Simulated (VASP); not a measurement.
A run of VASP 6.6.1 is set up as follows.

Contents of POSCAR:

```
Cu
1.0
   -1.4540088513      1.4540088513      1.3620357247
    1.4540088513     -1.4540088513      1.3620357247
    1.4540088513      1.4540088513     -1.3620357247
Cu
1
Direct
    0.0000000000      0.0000000000      0.0000000000
```

File INCAR.step1:

```
SYSTEM = Cu
ALGO = Normal ; EDIFF = 1E-4
ENCUT = 520 ; GGA = PE
ISMEAR = 0 ; LASPH = .True.
LCHARG = .False. ; LREAL = .False.
LWAVE = .True. ; NBANDS = 12
NELM = 100 ; PREC = Accurate
SIGMA = 0.1
```

Contents of INCAR.step2:

```
SYSTEM = Cu
ALGO = Normal ; EDIFF = 1E-6
ENCUT = 520 ; ISIF = 2
ISMEAR = 0 ; ISTART = 1
LASPH = .True. ; LCHARG = .False.
LMIXTAU = .True. ; LREAL = .False.
LWAVE = .False. ; METAGGA = R2SCAN
NBANDS = 12 ; NELM = 100
PREC = Accurate ; SIGMA = 0.1
```

KPOINTS

```
k-points
0
Gamma
  6 6 6
  0 0 0
```

Potentials or basis: VASP PAW PBE potentials, release 64 (Cu).

Command:

```console
$ cat potpaw_PBE.64/Cu/POTCAR > POTCAR
$ cp INCAR.step1 INCAR
$ mpirun -np 1 vasp_std > vasp.out
$ cp INCAR.step2 INCAR
$ mpirun -np 1 vasp_std > vasp.out
```

Question: Predict the pressure.

Answer: 0.6 GPa.

Question: Estimate the band gap on the k mesh.

Answer: Zero (an odd number of electrons rules out a gap without spin polarisation).

Stress tensor (GPa, compression positive):
```
0.68 0.00 0.00
0.00 0.68 0.00
0.00 0.00 0.50
```

Caveat: the k points lie up to 0.53 Å⁻¹ apart, too coarse for converged energies and pressures of a metal; the PAW data sets were made with another functional, which shifts forces and pressure a little.
